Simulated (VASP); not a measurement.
# Ta: relaxation of cell and atoms with PBE

Crystal: Ta.

```
CELL_PARAMETERS angstrom
5.31216 0.00000 0.00000
0.00000 5.31216 0.00000
0.00000 0.00000 5.31216
ATOMIC_POSITIONS crystal
Ta 0.50000 0.50000 0.50000
Ta 0.00000 0.00000 0.00000
Ta 0.25000 0.00000 0.50000
Ta 0.50000 0.25000 0.00000
Ta 0.50000 0.75000 0.00000
Ta 0.75000 0.00000 0.50000
Ta 0.00000 0.50000 0.75000
Ta 0.00000 0.50000 0.25000
```

```yaml
Program: VASP 6.6.1
Task: relaxation of cell and atoms
Functional: PBE
Potentials_or_basis: VASP PAW PBE potentials, release 64 (Ta_pv)
Cutoff: 600 eV
k_mesh: 8 × 8 × 8
Occupations: gaussian, width 0.1 eV
Spin: no spin polarisation
Dipole_correction: no
Further_INCAR_settings: ALGO = Normal; EDIFF = 1e-07; IBRION = 2; EDIFFG = -0.01; NSW = 100; ISIF = 3
```

* Pressure after relaxing: 0.1 GPa
* Band gap on the k mesh: zero (band 44 reaches 5.31 eV, above the bottom of band 45 at 5.14 eV)

Final structure:
```cif
data_structure
_symmetry_space_group_name_H-M 'P 1'
_symmetry_Int_Tables_number 1
_cell_length_a 5.3122
_cell_length_b 5.3122
_cell_length_c 5.3122
_cell_angle_alpha 90.000
_cell_angle_beta 90.000
_cell_angle_gamma 90.000
_cell_volume 149.90
loop_
_atom_site_label
_atom_site_type_symbol
_atom_site_fract_x
_atom_site_fract_y
_atom_site_fract_z
_atom_site_occupancy
Ta1 Ta 0.50000 0.50000 0.50000 1
Ta2 Ta 0.00000 0.00000 0.00000 1
Ta3 Ta 0.25000 0.00000 0.50000 1
Ta4 Ta 0.50000 0.25000 0.00000 1
Ta5 Ta 0.50000 0.75000 0.00000 1
Ta6 Ta 0.75000 0.00000 0.50000 1
Ta7 Ta 0.00000 0.50000 0.75000 1
Ta8 Ta 0.00000 0.50000 0.25000 1
```

Levels at points of the mesh, in eV from the Fermi level:
```csv
k point,band 41,band 42,band 43,band 44,band 45,band 46,band 47,band 48
"(0.00, 0.00, 0.00)",-1.10,-1.07,-0.76,-0.76,0.11,0.11,0.85,0.85
"(0.50, 0.00, 0.00)",-0.49,-0.49,-0.08,-0.08,0.33,0.33,0.46,0.46
"(0.50, 0.50, 0.00)",-0.71,-0.47,-0.47,-0.19,0.20,0.62,0.62,1.66
"(0.50, 0.50, 0.50)",-0.87,-0.87,-0.12,-0.12,-0.12,-0.12,-0.12,-0.12
```

Wall time 6.8 min on 1 thread of Intel(R) Xeon(R) Platinum 8488C (Sapphire Rapids), on a shared host, peak memory 0.38 GiB.

Caveat: the relaxation stopped at its first step, so nothing moved; spin-orbit coupling is left out, which moves the levels of the heavy elements.
